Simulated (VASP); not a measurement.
**CdS: single point with revPBE+D4**

Crystal: CdS.

```xyz
2
Lattice="0.0000 2.7039 2.7039 2.7039 0.0000 2.7039 2.7039 2.7039 0.0000" Properties=species:S:1:pos:R:3 pbc="T T T"
Cd    0.0000    0.0000    0.0000
S     2.7039    2.7039    2.7039
```

```json
{
 "Program": "VASP 6.6.1",
 "Task": "single point",
 "Functional": "revPBE",
 "Dispersion": "D4",
 "Potentials or basis": "VASP PAW PBE potentials, release 64 (Cd, S)",
 "Cutoff": "520 eV",
 "k mesh": "8 × 8 × 8",
 "Occupations": "fermi-dirac, width 0.05 eV",
 "Spin": "no spin polarisation"
}
```

| Quantity | Value |
| --- | --- |
| Pressure | 0.4 GPa |
| Band gap on the k mesh | 0.34 eV, indirect (least direct gap 1.99 eV) |
| Dispersion energy per atom | -0.718 eV |

Levels at points of the mesh, in eV from the valence-band top:
```
           k point  band 6  band 7  band 8  band 9  band 10  band 11  band 12  band 13
(0.00, 0.00, 0.00)   -7.69   -0.81   -0.81   -0.81     1.18     9.25     9.25     9.25
(0.50, 0.00, 0.00)   -7.46   -4.98    0.00    0.00     3.57     5.94     5.94     7.20
(0.50, 0.50, 0.00)   -6.64   -4.44   -2.26   -2.26     0.34     6.03    10.19    11.64
```

Wall time 9.5 s on 1 thread of AMD EPYC 9R45 96-Core Processor (Zen 5), on a shared host, peak memory 0.13 GiB.

Caveat: the PAW data sets were made with another functional, which shifts forces and pressure a little. A k mesh can miss the band edges.
